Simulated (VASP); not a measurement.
Set up this calculation in VASP 6.6.1, as the native input.

- Task: single point
- Functional: r2SCAN
- Potentials or basis: VASP PAW PBE potentials, release 64 (Ga_d, P)
- Cutoff: 520 eV
- k mesh: 6 × 6 × 6
- Occupations: fermi-dirac, width 0.02 eV
- Spin: no spin polarisation
- Dipole correction: no
- Further INCAR settings: ALGO = Normal; EDIFF = 1e-07; NBANDS = 16

The system is GaP (zinc blende type).

```
Ga P
1.0
     0.00000    2.75500    2.75500
     2.75500    0.00000    2.75500
     2.75500    2.75500    0.00000
Ga P
1 1
Direct
  0.00000 0.00000 0.00000
  0.25000 0.25000 0.25000
```

These files were run (other wordings do the same):

POSCAR

```
GaP
1.0
    0.0000000000      2.7550000000      2.7550000000
    2.7550000000      0.0000000000      2.7550000000
    2.7550000000      2.7550000000      0.0000000000
Ga P
1 1
Direct
    0.0000000000      0.0000000000      0.0000000000
    0.2500000000      0.2500000000      0.2500000000
```

INCAR.step1

```
  PREC = Accurate
  ENCUT = 520
  ISMEAR = -1
  SIGMA = 0.02
  LREAL = F
  LASPH = T
  NELM = 60
  NBANDS = 16
  GGA = PE
  ALGO = Normal
  EDIFF = 1E-4
  LWAVE = T
  LCHARG = F
```

INCAR.step2

```
  PREC = Accurate
  ENCUT = 520
  EDIFF = 1E-7
  ISMEAR = -1
  SIGMA = 0.02
  LREAL = F
  LASPH = T
  NELM = 60
  ALGO = Normal
  ISIF = 2
  LWAVE = F
  LCHARG = F
  METAGGA = R2SCAN
  LMIXTAU = T
  NBANDS = 16
  ISTART = 1
```

KPOINTS

```
regular mesh
0
Gamma
  6 6 6
```

Potentials or basis: VASP PAW PBE potentials, release 64 (Ga_d, P).

Command:

```sh
$ cat potpaw_PBE.64/Ga_d/POTCAR potpaw_PBE.64/P/POTCAR > POTCAR
$ cp INCAR.step1 INCAR
$ mpirun -np 1 vasp_std > vasp.out
$ cp INCAR.step2 INCAR
$ mpirun -np 1 vasp_std > vasp.out
```

It gave:

```yaml
Pressure: -2.7 GPa
Band_gap_on_the_k_mesh: 1.93 eV (least direct gap 2.06 eV)
```

Caveat: the PAW data sets were made with another functional, which shifts forces and pressure a little.

Run time: 54 s on 1 thread of Intel(R) Xeon(R) Platinum 8259CL CPU @ 2.50GHz (Skylake/Cascade Lake), on a shared host, peak memory 0.17 GiB.
